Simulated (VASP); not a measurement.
A run of VASP 6.6.1:

Contents of INCAR:

```
SYSTEM = Li2RhN2
PREC = Accurate ; ENCUT = 520
EDIFF = 1E-7 ; ISMEAR = 0
SIGMA = 0.1 ; LREAL = .False.
LASPH = .True. ; NELM = 150
ALGO = Normal ; ISIF = 2
LWAVE = .False. ; LCHARG = .False.
ISPIN = 2 ; MAGMOM = 0 0 1 0 0
LORBIT = 11 ; LMAXMIX = 4
GGA = PE ; NBANDS = 28
```

File KPOINTS:

```
regular mesh
0
Gamma
  6 6 4
  0 0 0
```

The input POSCAR:

```
Li2RhN2
1.0
    3.2214626416      0.0000000000      0.0000000000
   -1.6107313208      2.7898684850      0.0000000000
    0.0000000000      0.0000000000      5.0759660458
Li Rh N
2 1 2
Direct
    0.6666666700      0.3333333300      0.3544900000
    0.3333333300      0.6666666700      0.6455100000
    0.0000000000      0.0000000000      0.0000000000
    0.6666666700      0.3333333300      0.7906920000
    0.3333333300      0.6666666700      0.2093080000
```

Potentials or basis: VASP PAW PBE potentials, release 64 (Li_sv, Rh_pv, N).

Launch:

```console
$ cat potpaw_PBE.64/Li_sv/POTCAR potpaw_PBE.64/Rh_pv/POTCAR potpaw_PBE.64/N/POTCAR > POTCAR
$ mpirun -np 1 vasp_std > vasp.out
```

Hardware: 1 thread of Intel Xeon 8259CL, on a shared host.

Q: Estimate the wall time of this run.

A: Wall time 76 s on 1 thread of Intel Xeon 8259CL (shared host), peak memory 0.2 GiB. Counts: scf iterations 17, k points 24.
